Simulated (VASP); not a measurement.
A run of VASP 6.6.1 is set up as follows.

INCAR

```
SYSTEM = C
PREC     = Accurate       ! precision mode
ENCUT    = 520            ! plane-wave cutoff, eV
EDIFF    = 1E-6           ! SCF threshold, eV
ISMEAR   = 0              ! smearing method
SIGMA    = 0.05           ! smearing width, eV
LREAL    = .False.        ! projectors in reciprocal space
LASPH    = .True.         ! aspherical terms in the spheres
NELM     = 80             ! most SCF steps
ALGO     = Normal         ! electronic algorithm
ISIF     = 2              ! what is computed and relaxed
LWAVE    = .False.        ! write WAVECAR
LCHARG   = .False.        ! write CHGCAR
GGA      = CA             ! functional
NBANDS   = 11             ! bands
```

Contents of KPOINTS:

```
Automatic mesh
0
Gamma
  12 12 12
  0 0 0
```

The input POSCAR:

```
C
1.0
    1.2894276638      0.7444514088      3.2633355684
   -1.2894276638      0.7444514088      3.2633355684
    0.0000000000     -1.4889028176      3.2633355684
C
2
Direct
    0.1640000000      0.1640000000      0.1640000000
    0.8360000000      0.8360000000      0.8360000000
```

Potentials or basis: VASP PAW LDA potentials, release 64 (C).

The run is started by

```bash
$ cat potpaw_LDA.64/C/POTCAR > POTCAR
$ mpirun -np 1 vasp_std > vasp.out
```

Q: Predict the largest force.

A: 0.828 eV/Å.

Q: What does it give for the pressure?

A: -36.7 GPa.

Stress tensor (GPa, compression positive):
```
-55.07   0.00   0.00
  0.00 -55.07   0.00
  0.00   0.00   0.05
```

Caveat: the cell differs from its parent crystal (strain +0.050 along x and y, -0.025 along z).
